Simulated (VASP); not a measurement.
# Cs2SnI6 (Fm-3m) in VASP: a series of runs

Cs2SnI6 is run at these levels: PBEsol; tasks: single point, relaxation of cell and atoms.

Program: VASP 6.6.1. These are calculated values, not measurements. Logs are shortened: lines on timing, memory, paths and dates and some standing lists are left out, and cuts for length are marked.

## (1) The cell of the first run

Symmetry: Fm-3m, No. 225, cubic system. The conventional cell has a = 11.561 Å, b = 11.561 Å, c = 11.561 Å, α = 90.00°, β = 90.00°, γ = 90.00°. Cs (site symmetry -43m) has 12 I at 4.09 Å and 4 Sn at 5.01 Å within 5.4 Å. Within 3.8 Å of Sn (site symmetry m-3m) lie 6 I at 2.87 Å. Within 3.8 Å of I (site symmetry 4mm) lie 1 Sn at 2.87 Å.

## (2) Single point, PBEsol

The input, INCAR:

```
PREC = Accurate
ENCUT = 500
EDIFF = 1E-6
ISMEAR = 0
SIGMA = 0.01
LREAL = F
LASPH = T
NELM = 120
ALGO = Normal
ISIF = 2
LWAVE = F
LCHARG = T
GGA = PS
LELF = T
LVHAR = T
NBANDS = 47
GGA_COMPAT = F
```

The input, KPOINTS:

```
regular mesh
0
Gamma
  6 6 6
```

The input, POSCAR:

```
Cs2SnI6
1.0
    0.0000000000      5.7803139130      5.7803139130
    5.7803139130      0.0000000000      5.7803139130
    5.7803139130      5.7803139130      0.0000000000
Cs Sn I
2 1 6
Direct
    0.2500000000      0.2500000000      0.2500000000
    0.7500000000      0.7500000000      0.7500000000
    0.0000000000      0.0000000000      0.0000000000
    0.7517282876      0.2482717124      0.2482717124
    0.2482717124      0.7517282876      0.2482717124
    0.2482717124      0.7517282876      0.7517282876
    0.7517282876      0.2482717124      0.7517282876
    0.2482717124      0.2482717124      0.7517282876
    0.7517282876      0.7517282876      0.2482717124
```

Potentials or basis: VASP PAW PBE potentials, release 64 (Cs_sv, Sn_d, I).

Launch:

```sh
> cat potpaw_PBE.64/Cs_sv/POTCAR potpaw_PBE.64/Sn_d/POTCAR potpaw_PBE.64/I/POTCAR > POTCAR
> mpirun -np 1 vasp_std > vasp.out
```

OUTCAR:

```text
PREC = Accurate
   ENCUT = 500
   EDIFF = 1E-6
   ISMEAR = 0
   LREAL = F
   LASPH = T
   NELM = 120
   ISIF = 2
   GGA = PS

 ion  position               nearest neighbor table
   1  0.250  0.250  0.250-
   2  0.750  0.750  0.750-
   3  0.000  0.000  0.000-   4 2.87   5 2.87   6 2.87   7 2.87   8 2.87   9 2.87
   4  0.752  0.248  0.248-   3 2.87
   5  0.248  0.752  0.248-   3 2.87
   6  0.248  0.752  0.752-   3 2.87
   7  0.752  0.248  0.752-   3 2.87
   8  0.248  0.248  0.752-   3 2.87
   9  0.752  0.752  0.248-   3 2.87

  LATTYP: Found a face centered cubic cell.
 ALAT       =    11.5606278260

  Lattice vectors:

 A1 = (   0.0000000000,   5.7803139130,   5.7803139130)
 A2 = (   5.7803139130,   0.0000000000,   5.7803139130)
 A3 = (   5.7803139130,   5.7803139130,   0.0000000000)

Analysis of symmetry for initial positions (statically):
=====================================================================
 Subroutine PRICEL returns:
 Original cell was already a primitive cell.

 Routine SETGRP: Setting up the symmetry group for a
 face centered cubic supercell.

 Subroutine GETGRP returns: Found 48 space group operations
 (whereof 48 operations were pure point group operations)
 out of a pool of 48 trial point group operations.

The static configuration has the point symmetry O_h .

Analysis of symmetry for dynamics (positions and initial velocities):
=====================================================================
 Subroutine PRICEL returns:
 Original cell was already a primitive cell.

 Routine SETGRP: Setting up the symmetry group for a
 face centered cubic supercell.

 Subroutine GETGRP returns: Found 48 space group operations
 (whereof 48 operations were pure point group operations)
 out of a pool of 48 trial point group operations.

The dynamic configuration has the point symmetry O_h .

 Subroutine INISYM returns: Found 48 space group operations
 (whereof 48 operations are pure point group operations),
 and found     1 'primitive' translations

----------------------------------------------------------------------------------------

                                     Primitive cell

  volume of cell :     386.2640

  direct lattice vectors                    reciprocal lattice vectors
     0.000000000  5.780313913  5.780313913    -0.086500492  0.086500492  0.086500492
     5.780313913  0.000000000  5.780313913     0.086500492 -0.086500492  0.086500492
     5.780313913  5.780313913  0.000000000     0.086500492  0.086500492 -0.086500492

  length of vectors
     8.174598331  8.174598331  8.174598331     0.149823248  0.149823248  0.149823248

  position of ions in fractional coordinates (direct lattice)
     0.250000000  0.250000000  0.250000000
     0.750000000  0.750000000  0.750000000
     0.000000000  0.000000000  0.000000000
     0.751728288  0.248271712  0.248271712
     0.248271712  0.751728288  0.248271712
     0.248271712  0.751728288  0.751728288
     0.751728288  0.248271712  0.751728288
     0.248271712  0.248271712  0.751728288
     0.751728288  0.751728288  0.248271712

  ion indices of the primitive-cell ions
   primitive index   ion index
                 1           1
                 2           2
                 3           3
                 4           4
                 5           5
                 6           6
                 7           7
                 8           8
                 9           9

----------------------------------------------------------------------------------------

 KPOINTS: regular mesh

Automatic generation of k-mesh.
 Grid dimensions read from file:
 generate k-points for:    6    6    6

 Generating k-lattice:

  Cartesian coordinates                     Fractional coordinates (reciprocal lattice)
    -0.014416749  0.014416749  0.014416749     0.166666667  0.000000000  0.000000000
     0.014416749 -0.014416749  0.014416749     0.000000000  0.166666667  0.000000000
     0.014416749  0.014416749 -0.014416749     0.000000000  0.000000000  0.166666667

  Length of vectors
     0.024970541  0.024970541  0.024970541

  Shift w.r.t. Gamma in fractional coordinates (k-lattice)
     0.000000000  0.000000000  0.000000000

 Subroutine IBZKPT returns following result:
 ===========================================

 Found     16 irreducible k-points:

 Following reciprocal coordinates:
            Coordinates               Weight
  0.000000  0.000000  0.000000      1.000000
  0.166667  0.000000  0.000000      8.000000
  0.333333  0.000000  0.000000      8.000000
  0.500000  0.000000  0.000000      4.000000
  0.166667  0.166667  0.000000      6.000000
  0.333333  0.166667  0.000000     24.000000
[... 8 lines left out ...]
 -0.333333  0.333333  0.166667     24.000000
 -0.333333  0.500000  0.166667     12.000000
   k-points           NKPTS =     16   k-points in BZ     NKDIM =     16   number of bands    NBANDS=     47
   number of dos      NEDOS =    301   number of ions     NIONS =      9
   total plane-waves  NPLWV = 216000
   dimension x,y,z NGX =    60 NGY =   60 NGZ =   60
   dimension x,y,z NGXF=   120 NGYF=  120 NGZF=  120
   ions per type =               2   1   6
   NGX,Y,Z   is equivalent  to a cutoff of  12.20, 12.20, 12.20 a.u.
   NGXF,Y,Z  is equivalent  to a cutoff of  24.40, 24.40, 24.40 a.u.
 SYSTEM =  unknown system
   PREC   = accura    normal or accurate (medium, high low for compatibility)
   ISTART =      0    job   : 0-new  1-cont  2-samecut
   ICHARG =      2    charge: 1-file 2-atom 10-const
   ISPIN  =      1    spin polarized calculation?
   LNONCOLLINEAR =      F non collinear calculations
   LSORBIT =      F    spin-orbit coupling
   LASPH  =      T    aspherical Exc in radial PAW
   ENCUT  =  500.0 eV  36.75 Ry    6.06 a.u.  14.90 14.90 14.90*2*pi/ulx,y,z
   NELM   =    120;   NELMIN=  2; NELMDL= -5     # of ELM steps
   EDIFF  = 0.1E-05   stopping-criterion for ELM
   LREAL  =      F    real-space projection
   EDIFFG = 0.1E-04   stopping-criterion for IOM
   NSW    =      0    number of steps for IOM
   IBRION =     -1    ionic relax: 0-MD 1-quasi-New 2-CG
   NFREE  =      0    steps in history (QN), initial steepest desc. (CG)
   ISIF   =      2    stress and relaxation
   ISYM   =      2    0-nonsym 1-usesym 2-fastsym
   POTIM  = 0.5000    time-step for ionic-motion
   TEBEG  =    0.0;   TEEND  =   0.0 temperature during run
   PSTRESS=    0.0 pullay stress
   NELECT =      74.0000    total number of electrons
   NUPDOWN=      -1.0000    fix difference up-down
   EMIN   =  10.00;   EMAX   =-10.00  energy-range for DOS
   EFERMI =   0.00;   METHOD = LEGACY
   ISMEAR =     0;   SIGMA  =   0.01  broadening in eV -4-tet -1-fermi 0-gaus
   EFERMI_NEDOS =   21; number of points for ismear=-14 and -15
   IALGO  =     38    algorithm
   IMIX   =      4    mixing-type and parameters
     AMIX     =   0.40;   BMIX     =  1.00
     AMIX_MAG =   1.60;   BMIX_MAG =  1.00
  volume/ion in A,a.u.               =      42.92       289.63
  Fermi-wavevector in a.u.,A,eV,Ry     =   0.943751  1.783430 12.118240  0.890665
  Thomas-Fermi vector in A             =   2.071489
   LORBIT       =      0    0 simple, 1 ext, 2 COOP (PROOUT), +10 PAW based schemes
   GGA     = PS    functional components
   LHFCALC =     F    Hartree Fock is set to
   AEXX    =    0.0000 exact exchange contribution
   IVDW    =     0    specifies the selected vdW correction
   LEPSILON=     F    determine dielectric tensor
   LRPA    =     F    only Hartree local field effects (RPA)
 non-spin polarized calculation
 Gauss-broadening in eV      SIGMA  =   0.01
  energy-cutoff  :      500.00
  volume of cell :      386.26
 maximum number of plane-waves:      9841
   NGX = 29   NGY = 29   NGZ = 29

 number of electron      73.9999989 magnetization

 Free energy of the ion-electron system (eV)
  ---------------------------------------------------
  ext. energy  EPLUGINS =         0.00000000
  ---------------------------------------------------
  free energy    TOTEN  =       -24.87895315 eV

  energy without entropy =      -24.87885891  energy(sigma->0) =      -24.87890603

 E-fermi :   1.9848     XC(G=0):  -8.2225

 val. band max:        1.9803287830   @ k =   0.0000   0.0000   0.0000
 cond. band min:       2.2723272930   @ k =   0.1667   0.0000   0.0000
 fundamental gap:      0.2919985099
 Fermi energy:         1.9847810721

 k-point     1 :       0.0000    0.0000    0.0000
  band No.  band energies     occupation
      1     -19.3706      2.00000
      2     -19.3706      2.00000
      3     -19.3171      2.00000
      4     -19.3171      2.00000
      5     -19.3171      2.00000
      6     -18.4104      2.00000
[... 39 lines left out ...]
     46       6.9067      0.00000
     47       6.9067      0.00000

 k-point     2 :       0.1667    0.0000    0.0000
  band No.  band energies     occupation
      1     -19.3706      2.00000
      2     -19.3706      2.00000
      3     -19.3171      2.00000
      4     -19.3171      2.00000
      5     -19.3171      2.00000
      6     -18.4100      2.00000
[... 39 lines left out ...]
     46       7.0940      0.00000
     47       7.1374      0.00000

 k-point     3 :       0.3333    0.0000    0.0000
  band No.  band energies     occupation
      1     -19.3706      2.00000
      2     -19.3706      2.00000
      3     -19.3171      2.00000
      4     -19.3171      2.00000
      5     -19.3171      2.00000
      6     -18.4091      2.00000
[... 639 lines left out ...]
     46       7.8921      0.00000
     47       8.0493      0.00000

 k-point    16 :      -0.3333    0.5000    0.1667
  band No.  band energies     occupation
      1     -19.3706      2.00000
      2     -19.3706      2.00000
      3     -19.3171      2.00000
      4     -19.3171      2.00000
      5     -19.3171      2.00000
      6     -18.4082      2.00000
[... 39 lines left out ...]
     46       8.0765      0.00000
     47       8.1237      0.00000

------------------------ aborting loop because EDIFF is reached ----------------------------------------

  FORCE on cell =-STRESS in cart. coord.  units (eV):
  Direction    XX          YY          ZZ          XY          YZ          ZX
  --------------------------------------------------------------------------------------
  -------------------------------------------------------------------------------------
  Total        0.0170084      0.0170084      0.0170084      0.0000000      0.0000000      0.0000000
  in kB        0.0705487      0.0705487      0.0705487      0.0000000      0.0000000      0.0000000
  external PRESSURE =       0.0705487 kB  Pullay stress =       0.0000000 kB

 VOLUME and BASIS-vectors are now :
 -----------------------------------------------------------------------------
  energy-cutoff  :      500.00
  volume of cell :      386.26
      direct lattice vectors                 reciprocal lattice vectors
     0.000000000  5.780313913  5.780313913    -0.086500492  0.086500492  0.086500492
     5.780313913  0.000000000  5.780313913     0.086500492 -0.086500492  0.086500492
     5.780313913  5.780313913  0.000000000     0.086500492  0.086500492 -0.086500492

 POSITION                                       TOTAL-FORCE (eV/Angst)
 -----------------------------------------------------------------------------------
      2.89016      2.89016      2.89016        -0.000000     -0.000000     -0.000000
      8.67047      8.67047      8.67047         0.000000      0.000000      0.000000
      0.00000      0.00000      0.00000         0.000000     -0.000000      0.000000
      2.87018      5.78031      5.78031         0.003439     -0.000000      0.000000
      5.78031      2.87018      5.78031         0.000000      0.003439      0.000000
      8.69045      5.78031      5.78031        -0.003439     -0.000000      0.000000
      5.78031      8.69045      5.78031         0.000000     -0.003439      0.000000
      5.78031      5.78031      2.87018         0.000000     -0.000000      0.003439
      5.78031      5.78031      8.69045         0.000000     -0.000000     -0.003439
 -----------------------------------------------------------------------------------
    total drift:                               -0.000000     -0.000000      0.000000

  FREE ENERGIE OF THE ION-ELECTRON SYSTEM (eV)
  ---------------------------------------------------
  free  energy   TOTEN  =       -24.8789531465 eV

  energy  without entropy=      -24.8788589093  energy(sigma->0) =      -24.87890603
```

It took 6.2 min on 1 thread of Oxide Virtual Turin-like, shared host; peak memory 0.6 GiB.

What came out:

| Item | Value |
| --- | --- |
| Free energy | -24.8790 eV |
| Pressure | 0.0 GPa |
| Largest force | 0.003 eV/Å |
| Band gap on the k mesh | zero (filled and empty bands touch) |

Forces in eV/Å, atoms in the order of the input:
```
Cs   0.000  0.000  0.000
Cs   0.000  0.000  0.000
Sn   0.000  0.000  0.000
I    0.003  0.000  0.000
I    0.000  0.003  0.000
I   -0.003  0.000  0.000
I    0.000 -0.003  0.000
I    0.000  0.000  0.003
I    0.000  0.000 -0.003
```

Caveat: semilocal functionals underestimate gaps, and a narrow one can read as zero; the PAW data sets were made with another functional, which shifts forces and pressure a little; spin-orbit coupling is left out, which moves the levels of the heavy elements.

(Part 1 of 2 ends here.)

The gap in the log of VASP goes by the Fermi energy; the results here count the filled bands.